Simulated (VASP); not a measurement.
Al2O3:

```xyz
5
Lattice="3.1855 0.0000 0.0000 -1.5927 2.7587 0.0000 0.0000 0.0000 6.7969" Properties=species:S:1:pos:R:3 pbc="T T T"
Al    0.0000    0.0000    1.8892
Al    0.0000    0.0000    4.9077
O     0.0000    1.8391    1.3557
O     1.5927    0.9196    5.4412
O     0.0000    0.0000    3.3984
```

This cell differs from its parent crystal: ratio of the length along z to the lengths across it x 0.85, volume and fractional coordinates fixed.

Base run:

| Item | Value |
| --- | --- |
| Program | VASP 6.6.1 |
| Functional | LDA |
| Potentials or basis | VASP PAW LDA potentials, release 64 (Al, O_h) |
| Cutoff | 910 eV |
| k mesh | 12 × 12 × 4 |
| Occupations | gaussian, width 0.05 eV |
| Spin | no spin polarisation |

Its results: band gap on the k mesh 3.19 eV, indirect (least direct gap 3.55 eV); pressure 4.3 GPa; largest force 8.213 eV/Å.

The run is repeated on the same cell with these changes: potentials or basis from VASP PAW LDA potentials, release 64 (Al, O_h) to VASP PAW LDA potentials, release 64 (Al, O); cutoff from 910 eV to 520 eV. What comes out?

Band gap on the k mesh 3.18 eV, indirect (least direct gap 3.55 eV); pressure 4.7 GPa; largest force 8.247 eV/Å.

Caveats: forces of over 1 eV/Å act on the atoms, so gaps and moduli don't describe the material at rest; the cutoff is under 1.25 times the usual one of these potentials, so pressure, stress and relaxed cells hold a basis-set (Pulay) error (some runs).

A k mesh can miss the band edges.
